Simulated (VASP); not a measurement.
# RbCl in VASP: further runs

The runs below take RbCl through single point, with PBE.

All numbers are computed with VASP 6.6.1; they aren't measurements. Logs are shortened: lines on timing, memory, paths and dates and some standing lists are left out, and cuts for length are marked.

### Step 1. The cell of the first run

It takes space group Fm-3m (No. 225, cubic). Conventional cell: a = 6.612 Å, b = 6.612 Å, c = 6.612 Å, α = 90.00°, β = 90.00°, γ = 90.00°. Rb (site symmetry m-3m) has 6 Cl at 3.31 Å within 4.3 Å. Cl (site symmetry m-3m) has 6 Rb at 3.31 Å within 4.3 Å.

### Step 2. Single point, PBE

Input file INCAR:

```
ALGO = Normal ; EDIFF = 1E-6
ENCUT = 500 ; GGA = PE
GGA_COMPAT = False ; ISIF = 2
ISMEAR = 0 ; LASPH = True
LCHARG = False ; LREAL = False
LWAVE = False ; NBANDS = 15
NELM = 120 ; PREC = Accurate
SIGMA = 0.01
```

Input file KPOINTS:

```
k-points
0
Gamma
  4 4 4
```

Input file POSCAR:

```
RbCl
1.0
    0.0000000000      3.3058128222      3.3058128222
    3.3058128222      0.0000000000      3.3058128222
    3.3058128222      3.3058128222      0.0000000000
Rb Cl
1 1
Direct
    0.0000000000      0.0000000000      0.0000000000
    0.5000000000      0.5000000000      0.5000000000
```

Potentials or basis: VASP PAW PBE potentials, release 64 (Rb_sv, Cl).

The run is started by

```bash
$ cat potpaw_PBE.64/Rb_sv/POTCAR potpaw_PBE.64/Cl/POTCAR > POTCAR
$ mpirun -np 1 vasp_std > vasp.out
```

OUTCAR:

```text
EDIFF = 1E-6
   ENCUT = 500
   GGA = PE
   ISIF = 2
   ISMEAR = 0
   LASPH = True
   LREAL = False
   NELM = 120
   PREC = Accurate

 ion  position               nearest neighbor table
   1  0.000  0.000  0.000-   2 3.31   2 3.31   2 3.31   2 3.31   2 3.31   2 3.31
   2  0.500  0.500  0.500-   1 3.31   1 3.31   1 3.31   1 3.31   1 3.31   1 3.31

  LATTYP: Found a face centered cubic cell.
 ALAT       =     6.6116256444

  Lattice vectors:

 A1 = (   0.0000000000,   3.3058128222,   3.3058128222)
 A2 = (   3.3058128222,   0.0000000000,   3.3058128222)
 A3 = (   3.3058128222,   3.3058128222,   0.0000000000)

Analysis of symmetry for initial positions (statically):
=====================================================================
 Subroutine PRICEL returns:
 Original cell was already a primitive cell.

 Routine SETGRP: Setting up the symmetry group for a
 face centered cubic supercell.

 Subroutine GETGRP returns: Found 48 space group operations
 (whereof 48 operations were pure point group operations)
 out of a pool of 48 trial point group operations.

The static configuration has the point symmetry O_h .

Analysis of symmetry for dynamics (positions and initial velocities):
=====================================================================
 Subroutine PRICEL returns:
 Original cell was already a primitive cell.

 Routine SETGRP: Setting up the symmetry group for a
 face centered cubic supercell.

 Subroutine GETGRP returns: Found 48 space group operations
 (whereof 48 operations were pure point group operations)
 out of a pool of 48 trial point group operations.

The dynamic configuration has the point symmetry O_h .

 Subroutine INISYM returns: Found 48 space group operations
 (whereof 48 operations are pure point group operations),
 and found     1 'primitive' translations

----------------------------------------------------------------------------------------

                                     Primitive cell

  volume of cell :      72.2545

  direct lattice vectors                    reciprocal lattice vectors
     0.000000000  3.305812822  3.305812822    -0.151248733  0.151248733  0.151248733
     3.305812822  0.000000000  3.305812822     0.151248733 -0.151248733  0.151248733
     3.305812822  3.305812822  0.000000000     0.151248733  0.151248733 -0.151248733

  length of vectors
     4.675125328  4.675125328  4.675125328     0.261970490  0.261970490  0.261970490

  position of ions in fractional coordinates (direct lattice)
     0.000000000  0.000000000  0.000000000
     0.500000000  0.500000000  0.500000000

  ion indices of the primitive-cell ions
   primitive index   ion index
                 1           1
                 2           2

----------------------------------------------------------------------------------------

 KPOINTS: k-points

Automatic generation of k-mesh.
 Grid dimensions read from file:
 generate k-points for:    4    4    4

 Generating k-lattice:

  Cartesian coordinates                     Fractional coordinates (reciprocal lattice)
    -0.037812183  0.037812183  0.037812183     0.250000000  0.000000000  0.000000000
     0.037812183 -0.037812183  0.037812183     0.000000000  0.250000000  0.000000000
     0.037812183  0.037812183 -0.037812183     0.000000000  0.000000000  0.250000000

  Length of vectors
     0.065492622  0.065492622  0.065492622

  Shift w.r.t. Gamma in fractional coordinates (k-lattice)
     0.000000000  0.000000000  0.000000000

 Subroutine IBZKPT returns following result:
 ===========================================

 Found      8 irreducible k-points:

 Following reciprocal coordinates:
            Coordinates               Weight
  0.000000  0.000000  0.000000      1.000000
  0.250000  0.000000  0.000000      8.000000
  0.500000  0.000000  0.000000      4.000000
  0.250000  0.250000  0.000000      6.000000
  0.500000  0.250000  0.000000     24.000000
 -0.250000  0.250000  0.000000     12.000000
  0.500000  0.500000  0.000000      3.000000
 -0.250000  0.500000  0.250000      6.000000
   k-points           NKPTS =      8   k-points in BZ     NKDIM =      8   number of bands    NBANDS=     15
   number of dos      NEDOS =    301   number of ions     NIONS =      2
   total plane-waves  NPLWV =  46656
   dimension x,y,z NGX =    36 NGY =   36 NGZ =   36
   dimension x,y,z NGXF=    72 NGYF=   72 NGZF=   72
   ions per type =               1   1
   NGX,Y,Z   is equivalent  to a cutoff of  12.80, 12.80, 12.80 a.u.
   NGXF,Y,Z  is equivalent  to a cutoff of  25.60, 25.60, 25.60 a.u.
 SYSTEM =  unknown system
   PREC   = accura    normal or accurate (medium, high low for compatibility)
   ISTART =      0    job   : 0-new  1-cont  2-samecut
   ICHARG =      2    charge: 1-file 2-atom 10-const
   ISPIN  =      1    spin polarized calculation?
   LNONCOLLINEAR =      F non collinear calculations
   LSORBIT =      F    spin-orbit coupling
   LASPH  =      T    aspherical Exc in radial PAW
   ENCUT  =  500.0 eV  36.75 Ry    6.06 a.u.   8.52  8.52  8.52*2*pi/ulx,y,z
   NELM   =    120;   NELMIN=  2; NELMDL= -5     # of ELM steps
   EDIFF  = 0.1E-05   stopping-criterion for ELM
   LREAL  =      F    real-space projection
   EDIFFG = 0.1E-04   stopping-criterion for IOM
   NSW    =      0    number of steps for IOM
   IBRION =     -1    ionic relax: 0-MD 1-quasi-New 2-CG
   NFREE  =      0    steps in history (QN), initial steepest desc. (CG)
   ISIF   =      2    stress and relaxation
   ISYM   =      2    0-nonsym 1-usesym 2-fastsym
   POTIM  = 0.5000    time-step for ionic-motion
   TEBEG  =    0.0;   TEEND  =   0.0 temperature during run
   PSTRESS=    0.0 pullay stress
   NELECT =      16.0000    total number of electrons
   NUPDOWN=      -1.0000    fix difference up-down
   EMIN   =  10.00;   EMAX   =-10.00  energy-range for DOS
   EFERMI =   0.00;   METHOD = LEGACY
   ISMEAR =     0;   SIGMA  =   0.01  broadening in eV -4-tet -1-fermi 0-gaus
   EFERMI_NEDOS =   21; number of points for ismear=-14 and -15
   IALGO  =     38    algorithm
   IMIX   =      4    mixing-type and parameters
     AMIX     =   0.40;   BMIX     =  1.00
     AMIX_MAG =   1.60;   BMIX_MAG =  1.00
  volume/ion in A,a.u.               =      36.13       243.80
  Fermi-wavevector in a.u.,A,eV,Ry     =   0.990436  1.871653 13.346827  0.980964
  Thomas-Fermi vector in A             =   2.122107
   LORBIT       =      0    0 simple, 1 ext, 2 COOP (PROOUT), +10 PAW based schemes
   GGA     = PE    functional components
   LHFCALC =     F    Hartree Fock is set to
   AEXX    =    0.0000 exact exchange contribution
   IVDW    =     0    specifies the selected vdW correction
   LEPSILON=     F    determine dielectric tensor
   LRPA    =     F    only Hartree local field effects (RPA)
 non-spin polarized calculation
 Gauss-broadening in eV      SIGMA  =   0.01
  energy-cutoff  :      500.00
  volume of cell :       72.25
 maximum number of plane-waves:      1856
 NGX is ok and might be reduce to    36
   NGX = 17   NGY = 17   NGZ = 17

 number of electron      16.0000002 magnetization

 Free energy of the ion-electron system (eV)
  ---------------------------------------------------
  ext. energy  EPLUGINS =         0.00000000
  ---------------------------------------------------
  free energy    TOTEN  =        -6.66978387 eV

  energy without entropy =       -6.66978387  energy(sigma->0) =       -6.66978387

 E-fermi :  -1.8461     XC(G=0):  -7.2964

 val. band max:       -1.9289067867   @ k =   0.0000   0.0000   0.0000
 cond. band min:       3.0247620475   @ k =   0.0000   0.0000   0.0000
 fundamental gap:      4.9536688342
 Fermi energy:        -1.8461033291

 k-point     1 :       0.0000    0.0000    0.0000
  band No.  band energies     occupation
      1     -25.8846      2.00000
      2     -13.9148      2.00000
      3      -9.9335      2.00000
      4      -9.9335      2.00000
      5      -9.9335      2.00000
      6      -1.9289      2.00000
      7      -1.9289      2.00000
      8      -1.9289      2.00000
      9       3.0248      0.00000
     10       6.0553      0.00000
     11       6.0553      0.00000
     12       6.0553      0.00000
     13       7.0297      0.00000
     14       7.0297      0.00000
     15      10.1355      0.00000

 k-point     2 :       0.2500    0.0000    0.0000
  band No.  band energies     occupation
      1     -25.8772      2.00000
      2     -13.9440      2.00000
      3      -9.9396      2.00000
      4      -9.9396      2.00000
      5      -9.9217      2.00000
      6      -2.3966      2.00000
      7      -2.0981      2.00000
      8      -2.0981      2.00000
      9       4.2711      0.00000
     10       5.8253      0.00000
     11       6.8028      0.00000
     12       6.8028      0.00000
     13       7.8809      0.00000
     14       7.8809      0.00000
     15      11.6609      0.00000

 k-point     3 :       0.5000    0.0000    0.0000
  band No.  band energies     occupation
      1     -25.8697      2.00000
      2     -13.9728      2.00000
      3      -9.9455      2.00000
      4      -9.9455      2.00000
      5      -9.9105      2.00000
      6      -2.7705      2.00000
      7      -2.2557      2.00000
      8      -2.2557      2.00000
      9       5.7741      0.00000
     10       5.9943      0.00000
     11       8.1717      0.00000
     12       8.1717      0.00000
     13       9.3872      0.00000
     14       9.3872      0.00000
     15       9.9938      0.00000
[... 55 lines left out ...]
 k-point     7 :       0.5000    0.5000    0.0000
  band No.  band energies     occupation
      1     -25.8656      2.00000
      2     -13.8679      2.00000
      3     -10.1773      2.00000
      4     -10.0292      2.00000
      5     -10.0292      2.00000
      6      -2.2510      2.00000
      7      -2.0317      2.00000
      8      -2.0317      2.00000
      9       4.2883      0.00000
     10       6.0744      0.00000
     11       7.7066      0.00000
     12       8.1114      0.00000
     13       8.3997      0.00000
     14       9.7295      0.00000
     15       9.7295      0.00000

 k-point     8 :      -0.2500    0.5000    0.2500
  band No.  band energies     occupation
      1     -25.8654      2.00000
      2     -13.8989      2.00000
      3     -10.1035      2.00000
      4     -10.1035      2.00000
      5      -9.9232      2.00000
      6      -2.3579      2.00000
      7      -2.1678      2.00000
      8      -2.1678      2.00000
      9       5.7239      0.00000
     10       5.7239      0.00000
     11       7.3559      0.00000
     12       7.3686      0.00000
     13       9.5207      0.00000
     14       9.7716      0.00000
     15      10.2863      0.00000

------------------------ aborting loop because EDIFF is reached ----------------------------------------

  FORCE on cell =-STRESS in cart. coord.  units (eV):
  Direction    XX          YY          ZZ          XY          YZ          ZX
  --------------------------------------------------------------------------------------
  -------------------------------------------------------------------------------------
  Total        0.2769529      0.2769529      0.2769529     -0.0000000     -0.0000000      0.0000000
  in kB        6.1411789      6.1411789      6.1411789     -0.0000000     -0.0000000      0.0000000
  external PRESSURE =       6.1411789 kB  Pullay stress =       0.0000000 kB

 VOLUME and BASIS-vectors are now :
 -----------------------------------------------------------------------------
  energy-cutoff  :      500.00
  volume of cell :       72.25
      direct lattice vectors                 reciprocal lattice vectors
     0.000000000  3.305812822  3.305812822    -0.151248733  0.151248733  0.151248733
     3.305812822  0.000000000  3.305812822     0.151248733 -0.151248733  0.151248733
     3.305812822  3.305812822  0.000000000     0.151248733  0.151248733 -0.151248733

 POSITION                                       TOTAL-FORCE (eV/Angst)
 -----------------------------------------------------------------------------------
      0.00000      0.00000      0.00000        -0.000000      0.000000      0.000000
      3.30581      3.30581      3.30581         0.000000     -0.000000     -0.000000
 -----------------------------------------------------------------------------------
    total drift:                                0.000000      0.000000      0.000000

  FREE ENERGIE OF THE ION-ELECTRON SYSTEM (eV)
  ---------------------------------------------------
  free  energy   TOTEN  =        -6.6697838722 eV

  energy  without entropy=       -6.6697838722  energy(sigma->0) =       -6.66978387
```

Wall time 19 s (1 thread of Oxide Virtual Turin-like, shared host); peak memory 0.16 GiB.

Results:

```
Free energy            : -6.6698 eV
Pressure               : 0.6 GPa
Band gap on the k mesh : 4.95 eV
```

Levels at points of the mesh, in eV from the valence-band top:
```
           k point  band 6  band 7  band 8  band 9  band 10  band 11
(0.00, 0.00, 0.00)    0.00    0.00    0.00    4.95     7.98     7.98
(0.50, 0.00, 0.00)   -0.84   -0.33   -0.33    7.70     7.92    10.10
(0.50, 0.50, 0.00)   -0.32   -0.10   -0.10    6.22     8.00     9.64
```

### Step 3. Single point, PBE (strain along [111] -1.0%)

Input file INCAR:

```
PREC = Accurate ; ENCUT = 500
EDIFF = 1E-6 ; ISMEAR = 0
SIGMA = 0.01 ; LREAL = False
LASPH = True ; NELM = 120
ALGO = Normal ; ISIF = 2
LWAVE = False ; LCHARG = False
GGA = PE ; NBANDS = 15
GGA_COMPAT = False
```

Input file KPOINTS:

```
regular mesh
0
Gamma
  4 4 4
```

Input file POSCAR:

```
RbCl
1.0
   -0.0220387521      3.2837740701      3.2837740701
    3.2837740701     -0.0220387521      3.2837740701
    3.2837740701      3.2837740701     -0.0220387521
Rb Cl
1 1
Direct
    0.0000000000      0.0000000000      0.0000000000
    0.5000000000      0.5000000000      0.5000000000
```

Potentials or basis: VASP PAW PBE potentials, release 64 (Rb_sv, Cl).

The run is started by

```bash
$ cat potpaw_PBE.64/Rb_sv/POTCAR potpaw_PBE.64/Cl/POTCAR > POTCAR
$ mpirun -np 1 vasp_std > vasp.out
```

It took 28 s on 1 thread of Oxide Virtual Turin-like, shared host; peak memory 0.16 GiB.

It converged, with:

| Property | Result |
| --- | --- |
| Free energy | -6.6663 eV |
| Pressure | 0.8 GPa |
| Band gap on the k mesh | 4.98 eV |

Levels at points of the mesh, in eV from the valence-band top:
```csv
k point,band 4,band 5,band 6,band 7,band 8,band 9,band 10,band 11,band 12,band 13
"(0.00, 0.00, 0.00)",-7.99,-7.99,-0.01,-0.01,0.00,4.98,7.96,7.96,8.04,8.96
"(0.50, 0.00, 0.00)",-8.00,-7.96,-0.87,-0.35,-0.33,7.73,7.94,10.08,10.16,11.31
"(0.50, 0.50, 0.00)",-8.09,-8.09,-0.33,-0.12,-0.11,6.20,8.04,9.68,10.05,10.36
"(0.50, 0.50, 0.50)",-8.00,-7.97,-0.86,-0.36,-0.36,7.73,7.98,10.15,10.15,11.32
```

Caveat: the cell differs from its parent crystal (strain along [111] -1.0%).

(Continued in part 2 of 2.)
